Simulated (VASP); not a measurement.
Here is a VASP 6.6.1 calculation.

POSCAR

```
MnSe
1.0
    0.0000000000      2.9100000000      2.9100000000
    2.9100000000      0.0000000000      2.9100000000
    2.9100000000      2.9100000000      0.0000000000
Mn Se
1 1
Direct
    0.0000000000      0.0000000000      0.0000000000
    0.2500000000      0.2500000000      0.2500000000
```

The input INCAR.step1:

```
SYSTEM = MnSe
PREC = Accurate
ENCUT = 520
ISMEAR = -1
SIGMA = 0.1
LREAL = .FALSE.
LASPH = .TRUE.
NELM = 150
ISPIN = 2
MAGMOM = 4 0
LMAXMIX = 4
NBANDS = 20
GGA = PE
ALGO = Normal
EDIFF = 1E-4
LWAVE = .TRUE.
LCHARG = .FALSE.
```

INCAR.step2

```
SYSTEM = MnSe
PREC = Accurate
ENCUT = 520
EDIFF = 1E-7
ISMEAR = -1
SIGMA = 0.1
LREAL = .FALSE.
LASPH = .TRUE.
NELM = 150
ALGO = Normal
ISIF = 2
LWAVE = .FALSE.
LCHARG = .FALSE.
ISPIN = 2
MAGMOM = 4 0
LORBIT = 11
LMAXMIX = 4
METAGGA = R2SCAN
LMIXTAU = .TRUE.
IVDW = 12
VDW_S6 = 1.0
VDW_S8 = 0.78981345
VDW_A1 = 0.49484001
VDW_A2 = 5.73083694
NBANDS = 20
ISTART = 1
```

Contents of KPOINTS:

```
regular mesh
0
G
  10 10 10
  0 0 0
```

Potentials or basis: VASP PAW PBE potentials, release 64 (Mn_pv, Se).

Command:

```bash
$ cat potpaw_PBE.64/Mn_pv/POTCAR potpaw_PBE.64/Se/POTCAR > POTCAR
$ cp INCAR.step1 INCAR
$ mpirun -np 1 vasp_std > vasp.out
$ cp INCAR.step2 INCAR
$ mpirun -np 1 vasp_std > vasp.out
```

Question: Predict the net moment.

Answer: 5.00 μB per cell.

Question: Predict the pressure.

Answer: 2.2 GPa.

Caveat: three body term missing; the PAW data sets were made with another functional, which shifts forces and pressure a little; a cell with one magnetic atom can't hold antiferromagnetic order, which such compounds often take.
